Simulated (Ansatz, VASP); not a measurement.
## Two plane-wave programs on YbH3

The input INCAR:

```
PREC = Accurate
ENCUT = 520
EDIFF = 1E-6
ISMEAR = 0
SIGMA = 0.05
LREAL = False
LASPH = True
NELM = 80
ALGO = Normal
ISIF = 2
LWAVE = False
LCHARG = True
GGA = PE
LELF = True
LVHAR = True
NBANDS = 22
```

The input KPOINTS:

```
regular mesh
0
Gamma
  10 10 10
```

Contents of POSCAR:

```
YbH3
1.0
    0.0000000000      2.5069558139      2.5069558139
    2.5069558139      0.0000000000      2.5069558139
    2.5069558139      2.5069558139      0.0000000000
Yb H
1 3
Direct
    0.0000000000      0.0000000000      0.0000000000
    0.5000000000      0.5000000000      0.5000000000
    0.2500000000      0.2500000000      0.2500000000
    0.7500000000      0.7500000000      0.7500000000
```

Input for Ansatz:

```yaml
crystal:
  lattice:
    - [0.0, 2.5069558139, 2.5069558139]
    - [2.5069558139, 0.0, 2.5069558139]
    - [2.5069558139, 2.5069558139, 0.0]
  atoms:
    - { symbol: Yb, position: [0.0, 0.0, 0.0] }
    - { symbol: H, position: [0.5, 0.5, 0.5] }
    - { symbol: H, position: [0.25, 0.25, 0.25] }
    - { symbol: H, position: [0.75, 0.75, 0.75] }
basis:
  ecutwfc: 420
  ecutrho_ratio: 4
kpoints:
  mp_grid: { grid: [10, 10, 10] }
hamiltonian:
  xc: pbe
scf:
  occupations: { method: gaussian, width: 0.05 }
output:
  forces: true
  stress: true
  eigenvalues: true
```

Alike in both runs: task single point; functional PBE; k mesh 10 × 10 × 10; occupations gaussian, width 0.05 eV; no spin polarisation.

```csv
,VASP,Ansatz
version,VASP 6.6.1,Ansatz 0.2.0
potentials or method,"VASP PAW PBE potentials, release 64 (Yb, H), cutoff 520 eV","scalar-relativistic, plane waves, PAW"
valence electrons in the cell,27,27
```

|  | VASP | Ansatz | Ansatz less VASP |
| --- | --- | --- | --- |
| gap on the k mesh at the Fermi level (eV) | none | none | - |
| pressure (GPa) | 3.3 | 3.7 | +0.36 |

A gap of «none» marks a metal or a gap that the smearing closes.

Neither program's run includes spin-orbit coupling.
